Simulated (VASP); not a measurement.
# Ge (I4_1/amd) in VASP: a series of runs

The runs below take Ge through relaxation of shape and atoms at fixed volume, single point, with PBEsol.

All numbers are computed with VASP 6.6.1; they aren't measurements. Logs are shortened: lines on timing, memory, paths and dates and some standing lists are left out, and cuts for length are marked.

## (1) The cell of the first run

The structure is tetragonal, space group I4_1/amd (No. 141). The conventional cell has a = 4.918 Å, b = 4.918 Å, c = 2.670 Å, α = 90.00°, β = 90.00°, γ = 90.00°. Ge (site symmetry -4m2) has 10 Ge at 2.55 to 3.17 Å within 3.4 Å.

## (2) Relaxation of shape and atoms at fixed volume, PBEsol (volume scaled by 0.88)

INCAR reads:

```
SYSTEM = Ge
PREC = Accurate ; ENCUT = 600
EDIFF = 1E-6 ; ISMEAR = 0
SIGMA = 0.1 ; LREAL = .FALSE.
LASPH = .TRUE. ; NELM = 80
ALGO = Normal ; ISIF = 4
LWAVE = .FALSE. ; LCHARG = .FALSE.
GGA = PS ; IBRION = 2
NSW = 50 ; EDIFFG = -0.01
```

KPOINTS reads:

```
regular mesh
0
G
  16 16 16
  0 0 0
```

POSCAR reads:

```
Ge
1.0
   -2.4591352525      2.4591352525      1.3350907215
    2.4591352525     -2.4591352525      1.3350907215
    2.4591352525      2.4591352525     -1.3350907215
Ge
2
Direct
    0.2500000000      0.7500000000      0.5000000000
    0.5000000000      0.5000000000      0.0000000000
```

Potentials or basis: VASP PAW PBE potentials, release 64 (Ge_d).

On the command line:

```console
> cat potpaw_PBE.64/Ge_d/POTCAR > POTCAR
> mpirun -np 1 vasp_std > vasp.out
```

OUTCAR:

```text
SYSTEM = Ge
   PREC = Accurate
   ENCUT = 600
   EDIFF = 1E-6
   ISMEAR = 0
   LREAL = .FALSE.
   LASPH = .TRUE.
   NELM = 80
   ISIF = 4
   GGA = PS
   IBRION = 2
   NSW = 50
   EDIFFG = -0.01

 ion  position               nearest neighbor table
   1  0.250  0.750  0.500-   2 2.55   2 2.55   2 2.55   2 2.55
   2  0.500  0.500  0.000-   1 2.55   1 2.55   1 2.55   1 2.55

  LATTYP: Found a body centered tetragonal cell.
 ALAT       =     4.9182705050
 C/A-ratio  =     0.5429106513

  Lattice vectors:

 A1 = (  -2.4591352525,   2.4591352525,   1.3350907215)
 A2 = (   2.4591352525,  -2.4591352525,   1.3350907215)
 A3 = (   2.4591352525,   2.4591352525,  -1.3350907215)

Analysis of symmetry for initial positions (statically):
=====================================================================
 Subroutine PRICEL returns:
 Original cell was already a primitive cell.

 Routine SETGRP: Setting up the symmetry group for a
 body centered tetragonal supercell.

 Subroutine GETGRP returns: Found 16 space group operations
 (whereof  8 operations were pure point group operations)
 out of a pool of 16 trial point group operations.

The static configuration has the point symmetry D_2d.
 The point group associated with its full space group is D_4h.

Analysis of symmetry for dynamics (positions and initial velocities):
=====================================================================
 Subroutine PRICEL returns:
 Original cell was already a primitive cell.

 Routine SETGRP: Setting up the symmetry group for a
 body centered tetragonal supercell.

 Subroutine GETGRP returns: Found 16 space group operations
 (whereof  8 operations were pure point group operations)
 out of a pool of 16 trial point group operations.

The dynamic configuration has the point symmetry D_2d.
 The point group associated with its full space group is D_4h.

 Subroutine INISYM returns: Found 16 space group operations
 (whereof  8 operations are pure point group operations),
[... 147 lines left out ...]

------------------------ aborting loop because EDIFF is reached ----------------------------------------

  FORCE on cell =-STRESS in cart. coord.  units (eV):
  Direction    XX          YY          ZZ          XY          YZ          ZX
  --------------------------------------------------------------------------------------
  -------------------------------------------------------------------------------------
  Total        2.7619155      2.7619155      2.7083377      0.0000000      0.0000000      0.0000000
  in kB      137.0204454    137.0204454    134.3624155      0.0000000      0.0000000      0.0000000
  external PRESSURE =     136.1344354 kB  Pullay stress =       0.0000000 kB

 VOLUME and BASIS-vectors are now :
 -----------------------------------------------------------------------------
  energy-cutoff  :      600.00
  volume of cell :       32.30
      direct lattice vectors                 reciprocal lattice vectors
    -2.459135252  2.459135252  1.335090722     0.000000000  0.203323505  0.374506385
     2.459135252 -2.459135252  1.335090722     0.203323505  0.000000000  0.374506385
     2.459135252  2.459135252 -1.335090722     0.203323505  0.203323505  0.000000000

 POSITION                                       TOTAL-FORCE (eV/Angst)
 -----------------------------------------------------------------------------------
      2.45914     -0.00000      0.66755        -0.000000      0.000000      0.000000
      0.00000      0.00000      1.33509         0.000000     -0.000000     -0.000000
 -----------------------------------------------------------------------------------
    total drift:                                0.000000     -0.000000      0.000000

  FREE ENERGIE OF THE ION-ELECTRON SYSTEM (eV)
  ---------------------------------------------------
  free  energy   TOTEN  =        -9.3725057547 eV

  energy  without entropy=       -9.3689542109  energy(sigma->0) =       -9.37072998

--------------------------------------- Ionic step        2  -------------------------------------------

 number of electron      28.0000019 magnetization

 Free energy of the ion-electron system (eV)
  ---------------------------------------------------
  ext. energy  EPLUGINS =         0.00000000
  ---------------------------------------------------
  free energy    TOTEN  =        -9.37254013 eV

  energy without entropy =       -9.36905391  energy(sigma->0) =       -9.37079702

 E-fermi :   8.2999     XC(G=0): -12.1839

 val. band max:        8.2978881037   @ k =   0.4375   0.4375   0.0000
 cond. band min:       8.3021955514   @ k =  -0.0625   0.3125   0.0625
 fundamental gap:      0.0043074477
 Fermi energy:         8.2998786100

 k-point     1 :       0.0000    0.0000    0.0000
  band No.  band energies     occupation
      1     -16.5664      2.00000
      2     -16.4959      2.00000
      3     -16.4660      2.00000
      4     -16.4553      2.00000
      5     -16.2918      2.00000
      6     -16.2918      2.00000
[... 481 lines left out ...]
      5     -16.2932      2.00000
      6     -16.2903      2.00000
[... 10 lines left out ...]
     17      16.5361      0.00000
     18      17.8169      0.00000

 [... further k-points ...]
[... 5 lines left out ...]
  --------------------------------------------------------------------------------------
  -------------------------------------------------------------------------------------
  Total        2.7692371      2.7692371      2.7482570      0.0000000     -0.0000000      0.0000000
  in kB      137.3836747    137.3836747    136.3428364      0.0000000     -0.0000000      0.0000000
  external PRESSURE =     137.0367286 kB  Pullay stress =       0.0000000 kB

 VOLUME and BASIS-vectors are now :
 -----------------------------------------------------------------------------
  energy-cutoff  :      600.00
  volume of cell :       32.30
      direct lattice vectors                 reciprocal lattice vectors
    -2.460195078  2.460195078  1.333940684     0.000000000  0.203235916  0.374829260
     2.460195078 -2.460195078  1.333940684     0.203235916  0.000000000  0.374829260
     2.460195078  2.460195078 -1.333940684     0.203235916  0.203235916  0.000000000

 POSITION                                       TOTAL-FORCE (eV/Angst)
 -----------------------------------------------------------------------------------
      2.46020      0.00000      0.66697        -0.000000      0.000000      0.000000
      0.00000      0.00000      1.33394         0.000000     -0.000000     -0.000000
 -----------------------------------------------------------------------------------
    total drift:                                0.000000     -0.000000      0.000000

  FREE ENERGIE OF THE ION-ELECTRON SYSTEM (eV)
  ---------------------------------------------------
  free  energy   TOTEN  =        -9.3725401347 eV

  energy  without entropy=       -9.3690539139  energy(sigma->0) =       -9.37079702

 reached required accuracy - stopping structural energy minimisation
```

Wall time 3.9 min (1 thread of Intel Xeon Platinum 8488C (Sapphire Rapids), shared host); peak memory 0.33 GiB.

What came out:

```
Free energy               : -9.3725 eV
Energy gained by relaxing : 0.0 meV/atom
Ionic steps               : 2
Pressure after relaxing   : 13.7 GPa
Band gap on the k mesh    : zero (band 14 reaches 10.54 eV, above the bottom of band 15 at 4.33 eV)
```

Final structure:
```
CELL_PARAMETERS angstrom
-2.46020 2.46020 1.33394
2.46020 -2.46020 1.33394
2.46020 2.46020 -1.33394
ATOMIC_POSITIONS crystal
Ge 0.25000 0.75000 0.50000
Ge 0.50000 0.50000 0.00000
```

Levels at points of the mesh, in eV from the Fermi level:
| k point | band 12 | band 13 | band 14 | band 15 | band 16 | band 17 |
| --- | --- | --- | --- | --- | --- | --- |
| (0.00, 0.00, 0.00) | -3.62 | -2.79 | -2.79 | 2.90 | 8.52 | 8.52 |
| (0.50, 0.00, 0.00) | -7.08 | -2.43 | -2.39 | -1.66 | 2.23 | 4.03 |
| (0.50, 0.50, 0.00) | -11.53 | 0.54 | 0.54 | 2.22 | 2.22 | 8.41 |
| (0.50, 0.50, 0.50) | -9.37 | -6.91 | -6.91 | 6.78 | 6.78 | 12.69 |

Caveat: the PAW data sets were made with another functional, which shifts forces and pressure a little.

(Continued in part 2 of 2.)
